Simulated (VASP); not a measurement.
# Mg6CdMo in VASP: a series of runs

The runs below take Mg6CdMo through single point, with PBE.

Program: VASP 6.6.1. These are calculated values, not measurements. Logs are shortened: lines on timing, memory, paths and dates and some standing lists are left out, and cuts for length are marked.

## (1) The cell of the first run

It takes space group Amm2 (No. 38, orthorhombic). The conventional cell has a = 4.901 Å, b = 6.204 Å, c = 10.743 Å, α = 90.00°, β = 90.00°, γ = 90.00°. Cd (site symmetry mm2) has 10 Mg at 3.03 to 3.12 Å and 2 Mo at 3.10 Å within 4.0 Å. Within 3.9 Å of Mo (site symmetry mm2) lie 10 Mg at 2.98 to 3.11 Å and 2 Cd at 3.10 Å. Mg (site symmetry mm2) has 2 Cd at 3.03 Å and 10 Mg at 3.05 to 3.11 Å within 4.0 Å. Mg (site symmetry mm2) has 10 Mg at 2.95 to 3.26 Å and 2 Mo at 2.98 Å within 3.9 Å. Mg (site symmetry m) has 8 Mg at 2.95 to 3.26 Å and 2 Mo at 2.99 Å and 2 Cd at 3.06 Å within 3.9 Å. Mg (site symmetry m) has 8 Mg at 3.05 to 3.13 Å and 2 Cd at 3.08 to 3.12 Å and 2 Mo at 3.09 to 3.11 Å within 4.0 Å.

## (2) Single point, PBE

INCAR

```
SYSTEM = Mg6CdMo
PREC     = Accurate       ! precision mode
ENCUT    = 520            ! plane-wave cutoff, eV
EDIFF    = 1E-6           ! SCF threshold, eV
ISMEAR   = -1             ! smearing method
SIGMA    = 0.05           ! smearing width, eV
LREAL    = .False.        ! projectors in reciprocal space
LASPH    = .True.         ! aspherical terms in the spheres
NELM     = 100            ! most SCF steps
ALGO     = Fast           ! electronic algorithm
ISIF     = 2              ! what is computed and relaxed
LWAVE    = .False.        ! write WAVECAR
LCHARG   = .False.        ! write CHGCAR
GGA      = PE             ! functional
NBANDS   = 29             ! bands
```

KPOINTS

```
Automatic mesh
0
Gamma
  6 5 5
  0 0 0
```

POSCAR

```
Mg6CdMo
1.0
    4.9010790000      0.0000000000      0.0000000000
    0.0000000000      3.1021385000      5.3715755000
    0.0000000000     -3.1021385000      5.3715755000
Cd Mo Mg
1 1 6
Direct
    0.5000000000      0.3337690000      0.3337690000
    0.5000000000      0.8324420000      0.8324420000
    0.0000000000      0.1673600000      0.1673600000
    0.0000000000      0.6752640000      0.6752640000
    0.0000000000      0.6750590000      0.1505430000
    0.0000000000      0.1505430000      0.6750590000
    0.5000000000      0.8303000000      0.3352660000
    0.5000000000      0.3352660000      0.8303000000
```

Potentials or basis: VASP PAW PBE potentials, release 64 (Cd, Mo_sv, Mg).

Started as:

```bash
$ cat potpaw_PBE.64/Cd/POTCAR potpaw_PBE.64/Mo_sv/POTCAR potpaw_PBE.64/Mg/POTCAR > POTCAR
$ mpirun -np 1 vasp_std > vasp.out
```

OUTCAR:

```text
SYSTEM = Mg6CdMo
   PREC = Accurate
   ENCUT = 520
   EDIFF = 1E-6
   ISMEAR = -1
   LREAL = .False.
   LASPH = .True.
   NELM = 100
   ISIF = 2
   GGA = PE

 ion  position               nearest neighbor table
   1  0.500  0.334  0.334-   3 3.03   3 3.03   6 3.06   5 3.06   5 3.06   6 3.06   8 3.08   7 3.08
                             2 3.10   2 3.10   7 3.12   8 3.12
   2  0.500  0.832  0.832-   4 2.98   4 2.98   6 2.99   5 2.99   5 2.99   6 2.99   8 3.09   7 3.09
                             1 3.10   1 3.10   8 3.11   7 3.11
   3  0.000  0.167  0.167-   1 3.03   1 3.03   8 3.05   7 3.05   7 3.05   8 3.05   5 3.10   6 3.10
                             4 3.10   4 3.10   6 3.11   5 3.11
   4  0.000  0.675  0.675-   5 2.95   6 2.95   2 2.98   2 2.98   8 3.06   7 3.06   7 3.06   8 3.06
                             3 3.10   3 3.10   6 3.26   5 3.26
   5  0.000  0.675  0.151-   4 2.95   6 2.95   2 2.99   2 2.99   7 3.06   7 3.06   1 3.06   1 3.06
                             3 3.10   3 3.11   6 3.25   4 3.26
   6  0.000  0.151  0.675-   4 2.95   5 2.95   2 2.99   2 2.99   8 3.06   8 3.06   1 3.06   1 3.06
                             3 3.10   3 3.11   5 3.25   4 3.26
   7  0.500  0.830  0.335-   3 3.05   3 3.05   5 3.06   5 3.06   4 3.06   4 3.06   8 3.07   1 3.08
                             2 3.09   2 3.11   1 3.12   8 3.13
   8  0.500  0.335  0.830-   3 3.05   3 3.05   6 3.06   6 3.06   4 3.06   4 3.06   7 3.07   1 3.08
                             2 3.09   2 3.11   1 3.12   7 3.13

  LATTYP: Found a base centered orthorhombic cell.
 ALAT       =     6.2042770000
 B/A-ratio  =     1.7315717851
 C/A-ratio  =     0.7899516737

  Lattice vectors:

 A1 = (   0.0000000000,   3.1021385000,  -5.3715755000)
 A2 = (   0.0000000000,   3.1021385000,   5.3715755000)
 A3 = (   4.9010790000,   0.0000000000,   0.0000000000)

Analysis of symmetry for initial positions (statically):
=====================================================================
 Subroutine PRICEL returns:
 Original cell was already a primitive cell.

 Routine SETGRP: Setting up the symmetry group for a
 base centered orthorhombic supercell.

 Subroutine GETGRP returns: Found  4 space group operations
 (whereof  4 operations were pure point group operations)
 out of a pool of  8 trial point group operations.

The static configuration has the point symmetry C_2v.

Analysis of symmetry for dynamics (positions and initial velocities):
=====================================================================
 Subroutine PRICEL returns:
 Original cell was already a primitive cell.

 Routine SETGRP: Setting up the symmetry group for a
 base centered orthorhombic supercell.

 Subroutine GETGRP returns: Found  4 space group operations
 (whereof  4 operations were pure point group operations)
 out of a pool of  8 trial point group operations.

The dynamic configuration has the point symmetry C_2v.

 Subroutine INISYM returns: Found  4 space group operations
 (whereof  4 operations are pure point group operations),
 and found     1 'primitive' translations

----------------------------------------------------------------------------------------

                                     Primitive cell

  volume of cell :     163.3370

  direct lattice vectors                    reciprocal lattice vectors
     4.901079000  0.000000000  0.000000000     0.204036703  0.000000000  0.000000000
     0.000000000  3.102138500  5.371575500     0.000000000  0.161179135  0.093082560
     0.000000000 -3.102138500  5.371575500     0.000000000 -0.161179135  0.093082560

  length of vectors
     4.901079000  6.202990136  6.202990136     0.204036703  0.186126507  0.186126507

  position of ions in fractional coordinates (direct lattice)
     0.500000000  0.333769000  0.333769000
     0.500000000  0.832442000  0.832442000
     0.000000000  0.167360000  0.167360000
     0.000000000  0.675264000  0.675264000
     0.000000000  0.675059000  0.150543000
     0.000000000  0.150543000  0.675059000
     0.500000000  0.830300000  0.335266000
     0.500000000  0.335266000  0.830300000

  ion indices of the primitive-cell ions
   primitive index   ion index
                 1           1
                 2           2
                 3           3
                 4           4
                 5           5
                 6           6
                 7           7
                 8           8

----------------------------------------------------------------------------------------

 KPOINTS: Automatic mesh

Automatic generation of k-mesh.
 Grid dimensions read from file:
 generate k-points for:    6    5    5

 Generating k-lattice:

  Cartesian coordinates                     Fractional coordinates (reciprocal lattice)
     0.034006117  0.000000000  0.000000000     0.166666667  0.000000000  0.000000000
     0.000000000  0.032235827  0.018616512     0.000000000  0.200000000 -0.000000000
     0.000000000 -0.032235827  0.018616512     0.000000000 -0.000000000  0.200000000

  Length of vectors
     0.034006117  0.037225301  0.037225301

  Shift w.r.t. Gamma in fractional coordinates (k-lattice)
     0.000000000  0.000000000  0.000000000

 Subroutine IBZKPT returns following result:
 ===========================================

 Found     36 irreducible k-points:

 Following reciprocal coordinates:
            Coordinates               Weight
  0.000000  0.000000  0.000000      1.000000
  0.166667  0.000000  0.000000      2.000000
  0.333333  0.000000  0.000000      2.000000
  0.500000  0.000000  0.000000      1.000000
  0.000000  0.200000 -0.000000      4.000000
  0.166667  0.200000 -0.000000      8.000000
[... 16 lines left out ...]
  0.333333 -0.400000  0.200000      8.000000
  0.500000 -0.400000  0.200000      4.000000
 [... further k-points ...]
   k-points           NKPTS =     36   k-points in BZ     NKDIM =     36   number of bands    NBANDS=     29
   number of dos      NEDOS =    301   number of ions     NIONS =      8
   total plane-waves  NPLWV =  82944
   dimension x,y,z NGX =    36 NGY =   48 NGZ =   48
   dimension x,y,z NGXF=    72 NGYF=   96 NGZF=   96
   ions per type =               1   1   6
   NGX,Y,Z   is equivalent  to a cutoff of  12.21, 12.86, 12.86 a.u.
   NGXF,Y,Z  is equivalent  to a cutoff of  24.42, 25.73, 25.73 a.u.
 SYSTEM =  Mg6CdMo
   PREC   = accura    normal or accurate (medium, high low for compatibility)
   ISTART =      0    job   : 0-new  1-cont  2-samecut
   ICHARG =      2    charge: 1-file 2-atom 10-const
   ISPIN  =      1    spin polarized calculation?
   LNONCOLLINEAR =      F non collinear calculations
   LSORBIT =      F    spin-orbit coupling
   LASPH  =      T    aspherical Exc in radial PAW
   ENCUT  =  520.0 eV  38.22 Ry    6.18 a.u.   9.11 11.53 11.53*2*pi/ulx,y,z
   NELM   =    100;   NELMIN=  2; NELMDL= -5     # of ELM steps
   EDIFF  = 0.1E-05   stopping-criterion for ELM
   LREAL  =      F    real-space projection
   EDIFFG = 0.1E-04   stopping-criterion for IOM
   NSW    =      0    number of steps for IOM
   IBRION =     -1    ionic relax: 0-MD 1-quasi-New 2-CG
   NFREE  =      0    steps in history (QN), initial steepest desc. (CG)
   ISIF   =      2    stress and relaxation
   ISYM   =      2    0-nonsym 1-usesym 2-fastsym
   POTIM  = 0.5000    time-step for ionic-motion
   TEBEG  =    0.0;   TEEND  =   0.0 temperature during run
   PSTRESS=    0.0 pullay stress
   NELECT =      38.0000    total number of electrons
   NUPDOWN=      -1.0000    fix difference up-down
   EMIN   =  10.00;   EMAX   =-10.00  energy-range for DOS
   EFERMI =   0.00;   METHOD = LEGACY
   ISMEAR =    -1;   SIGMA  =   0.05  broadening in eV -4-tet -1-fermi 0-gaus
   EFERMI_NEDOS =   21; number of points for ismear=-14 and -15
   IALGO  =     68    algorithm
   IMIX   =      4    mixing-type and parameters
     AMIX     =   0.40;   BMIX     =  1.00
     AMIX_MAG =   1.60;   BMIX_MAG =  1.00
  volume/ion in A,a.u.               =      20.42       137.78
  Fermi-wavevector in a.u.,A,eV,Ry     =   1.006873  1.902713 13.793482  1.013792
  Thomas-Fermi vector in A             =   2.139642
   LORBIT       =      0    0 simple, 1 ext, 2 COOP (PROOUT), +10 PAW based schemes
   GGA     = PE    functional components
   LHFCALC =     F    Hartree Fock is set to
   AEXX    =    0.0000 exact exchange contribution
   IVDW    =     0    specifies the selected vdW correction
   LEPSILON=     F    determine dielectric tensor
   LRPA    =     F    only Hartree local field effects (RPA)
 non-spin polarized calculation
 RMM-DIIS sequential band-by-band and
  energy-cutoff  :      520.00
  volume of cell :      163.34
 maximum number of plane-waves:      4458
   NGX = 19   NGY = 23   NGZ = 23

 number of electron      37.9999996 magnetization

 Free energy of the ion-electron system (eV)
  ---------------------------------------------------
  ext. energy  EPLUGINS =         0.00000000
  ---------------------------------------------------
  free energy    TOTEN  =       -19.35175910 eV

  energy without entropy =      -19.31065111  energy(sigma->0) =      -19.33120510

 E-fermi :   3.6881     XC(G=0):  -9.5421

 val. band max:        3.6717275029   @ k =   0.5000   0.2000  -0.0000
 cond. band min:       3.6892136370   @ k =   0.1667   0.4000   0.2000
 fundamental gap:      0.0174861342
 Fermi energy:         3.6881194722

 k-point     1 :       0.0000    0.0000    0.0000
  band No.  band energies     occupation
      1     -56.6855      2.00000
      2     -30.8170      2.00000
      3     -30.7679      2.00000
      4     -30.7096      2.00000
      5      -5.0809      2.00000
      6      -5.0036      2.00000
[... 21 lines left out ...]
     28       8.0506      0.00000
     29       8.1320      0.00000

 k-point     2 :       0.1667    0.0000    0.0000
  band No.  band energies     occupation
      1     -56.6855      2.00000
      2     -30.8170      2.00000
      3     -30.7679      2.00000
      4     -30.7100      2.00000
      5      -5.0660      2.00000
      6      -5.0106      2.00000
[... 696 lines left out ...]
 k-point    24 :       0.5000   -0.4000    0.2000
  band No.  band energies     occupation
      1     -56.6855      2.00000
      2     -30.8174      2.00000
      3     -30.7679      2.00000
      4     -30.7110      2.00000
      5      -5.0389      2.00000
      6      -5.0170      2.00000
[... 21 lines left out ...]
     28       9.0747      0.00000
     29       9.3228      0.00000

 [... further k-points ...]
[... 5 lines left out ...]
  --------------------------------------------------------------------------------------
  -------------------------------------------------------------------------------------
  Total       -0.3578882     -0.2780793     -0.3732712      0.0000000      0.0000000      0.0000000
  in kB       -3.5105355     -2.7276884     -3.6614281      0.0000000      0.0000000      0.0000000
  external PRESSURE =      -3.2998840 kB  Pullay stress =       0.0000000 kB

 VOLUME and BASIS-vectors are now :
 -----------------------------------------------------------------------------
  energy-cutoff  :      520.00
  volume of cell :      163.34
      direct lattice vectors                 reciprocal lattice vectors
     4.901079000  0.000000000  0.000000000     0.204036703  0.000000000  0.000000000
     0.000000000  3.102138500  5.371575500     0.000000000  0.161179135  0.093082560
     0.000000000 -3.102138500  5.371575500     0.000000000 -0.161179135  0.093082560

 POSITION                                       TOTAL-FORCE (eV/Angst)
 -----------------------------------------------------------------------------------
      2.45054      0.00000      3.58573         0.000000      0.000000      0.024688
      2.45054      0.00000      8.94305         0.000000      0.000000     -0.013226
      0.00000      0.00000      1.79797         0.000000      0.000000      0.025684
      0.00000      0.00000      7.25446         0.000000      0.000000      0.182875
      0.00000      1.62712      4.43478         0.000000      0.146880     -0.088037
      0.00000     -1.62712      4.43478         0.000000     -0.146880     -0.088037
      2.45054      1.53566      6.26093         0.000000     -0.024591     -0.021973
      2.45054     -1.53566      6.26093         0.000000      0.024591     -0.021973
 -----------------------------------------------------------------------------------
    total drift:                                0.000000      0.000000      0.000082

  FREE ENERGIE OF THE ION-ELECTRON SYSTEM (eV)
  ---------------------------------------------------
  free  energy   TOTEN  =       -19.3517590960 eV

  energy  without entropy=      -19.3106511056  energy(sigma->0) =      -19.33120510
```

Wall time 4 min (1 thread of Oxide Virtual Turin-like, shared host); peak memory 0.35 GiB.

What came out:

- Free energy: -19.3518 eV
- Pressure: -0.3 GPa
- Largest force: 0.183 eV/Å
- Band gap on the k mesh: zero (bands 19 and 20 overlap by 1.06 eV)

Forces in eV/Å, atoms in the order of the input:
```
Cd   0.000  0.000  0.025
Mo   0.000  0.000 -0.013
Mg   0.000  0.000  0.026
Mg   0.000  0.000  0.183
Mg   0.000  0.147 -0.088
Mg   0.000 -0.147 -0.088
Mg   0.000 -0.025 -0.022
Mg   0.000  0.025 -0.022
```

Stress tensor (GPa, compression positive):
```
-0.35  0.00  0.00
 0.00 -0.27  0.00
 0.00  0.00 -0.37
```

## (3) Single point, PBE (atoms moved at random)

INCAR

```
SYSTEM = Mg6CdMo
PREC     = Accurate       ! precision mode
ENCUT    = 520            ! plane-wave cutoff, eV
EDIFF    = 1E-6           ! SCF threshold, eV
ISMEAR   = -1             ! smearing method
SIGMA    = 0.05           ! smearing width, eV
LREAL    = .FALSE.        ! projectors in reciprocal space
LASPH    = .TRUE.         ! aspherical terms in the spheres
NELM     = 100            ! most SCF steps
ALGO     = Fast           ! electronic algorithm
ISIF     = 2              ! what is computed and relaxed
LWAVE    = .FALSE.        ! write WAVECAR
LCHARG   = .FALSE.        ! write CHGCAR
GGA      = PE             ! functional
NBANDS   = 29             ! bands
```

KPOINTS

```
Automatic mesh
0
G
  6 5 5
  0 0 0
```

POSCAR

```
Mg6CdMo
1.0
    4.9010790000      0.0000000000      0.0000000000
    0.0000000000      3.1021385000      5.3715755000
    0.0000000000     -3.1021385000      5.3715755000
Cd Mo Mg
1 1 6
Direct
    0.4992180000      0.3384680000      0.3269480000
    0.4958650000      0.8327260000      0.8248970000
    0.0148100000      0.1684240000      0.1669230000
   -0.0094230000      0.6717890000      0.6762790000
    0.0057720000      0.6634620000      0.1486970000
   -0.0001130000      0.1579820000      0.6639450000
    0.5008250000      0.8324220000      0.3382750000
    0.5076670000      0.3402340000      0.8309680000
```

Potentials or basis: VASP PAW PBE potentials, release 64 (Cd, Mo_sv, Mg).

Started as:

```bash
$ cat potpaw_PBE.64/Cd/POTCAR potpaw_PBE.64/Mo_sv/POTCAR potpaw_PBE.64/Mg/POTCAR > POTCAR
$ mpirun -np 1 vasp_std > vasp.out
```

Run time: 7.1 min. Hardware: 1 thread of Oxide Virtual Turin-like, shared host; peak memory 0.5 GiB.

Results (log left out):

```yaml
Free_energy: -19.2917 eV
Pressure: -0.2 GPa
Largest_force: 0.488 eV/Å
Band_gap_on_the_k_mesh: zero (bands 19 and 20 overlap by 1.06 eV)
```

Forces in eV/Å, atoms in the order of the input:
```
Cd   0.143 -0.084  0.087
Mo   0.047  0.005  0.167
Mg  -0.189 -0.084 -0.196
Mg   0.219  0.148  0.167
Mg  -0.140  0.416  0.212
Mg   0.004 -0.416 -0.038
Mg   0.053  0.028 -0.197
Mg  -0.137 -0.014 -0.201
```

Stress tensor (GPa, compression positive):
```
-0.26 -0.01 -0.01
-0.01 -0.14  0.04
-0.01  0.04 -0.30
```

Levels at points of the mesh, in eV from the Fermi level:
```csv
k point,band 17,band 18,band 19,band 20,band 21,band 22
"(0.00, 0.00, 0.00)",-1.28,-0.55,-0.48,-0.36,0.68,0.93
"(0.50, 0.00, 0.00)",-1.14,-0.85,-0.58,-0.39,-0.25,-0.16
```

Caveat: the cell differs from its parent crystal (atoms moved at random).
